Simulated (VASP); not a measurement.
A run of VASP 6.6.1 is set up as follows.

Contents of INCAR:

```
  ALGO = Fast
  EDIFF = 1E-6
  ENCUT = 520
  GGA = CA
  ISIF = 2
  ISMEAR = 0
  LASPH = T
  LCHARG = T
  LELF = T
  LREAL = F
  LVHAR = T
  LWAVE = F
  NBANDS = 21
  NELM = 80
  PREC = Accurate
  SIGMA = 0.15
```

File KPOINTS:

```
k-points
0
Gamma
  12 12 12
```

File POSCAR:

```
Sn
1.0
    0.0000000000      3.1969160000      3.2456000000
    3.2456000000      0.0000000000      3.2456000000
    3.2456000000      3.1969160000      0.0000000000
Sn
2
Direct
    0.5000000000      0.5000000000      0.5000000000
    0.7500000000      0.7500000000      0.7500000000
```

Potentials or basis: VASP PAW LDA potentials, release 64 (Sn_d).

The run is started by

```sh
$ cat potpaw_LDA.64/Sn_d/POTCAR > POTCAR
$ mpirun -np 1 vasp_std > vasp.out
```

(1) Predict the band gap on the k mesh.

(2) Estimate the pressure.

Results:

(1) zero (bands 14 and 15 overlap by 0.13 eV).

(2) 0.3 GPa.

Caveat: the cell differs from its parent crystal (strain -0.0150 x Voigt [0, 1, 0, 0, 0, 0]); spin-orbit coupling is left out, which moves the levels of the heavy elements.
